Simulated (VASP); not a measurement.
Here is a VASP 6.6.1 calculation.

INCAR

```
PREC = Accurate
ENCUT = 600
EDIFF = 1E-6
ISMEAR = 0
SIGMA = 0.05
LREAL = False
LASPH = True
NELM = 120
ALGO = Normal
ISIF = 2
LWAVE = False
LCHARG = False
GGA = PS
NBANDS = 19
GGA_COMPAT = False
```

Contents of KPOINTS:

```
regular mesh
0
Gamma
  8 8 8
```

File POSCAR:

```
ZrO2
1.0
    0.0000000000      2.4264054983      2.4264054983
    2.4264054983      0.0000000000      2.4264054983
    2.4264054983      2.4264054983      0.0000000000
Zr O
1 2
Direct
    0.0000000000      0.0000000000      0.0000000000
    0.2500000000      0.2500000000      0.2500000000
    0.7500000000      0.7500000000      0.7500000000
```

Potentials or basis: VASP PAW PBE potentials, release 64 (Zr_sv, O).

Run with:

```console
$ cat potpaw_PBE.64/Zr_sv/POTCAR potpaw_PBE.64/O/POTCAR > POTCAR
$ mpirun -np 1 vasp_std > vasp.out
```

(1) Estimate the pressure.

(2) Predict the band gap on the k mesh.

Answers

(1) 43.1 GPa.

(2) 3.64 eV (least direct gap 4.22 eV).

Caveat: the cell stands under pressure; the PAW data sets were made with another functional, which shifts forces and pressure a little.
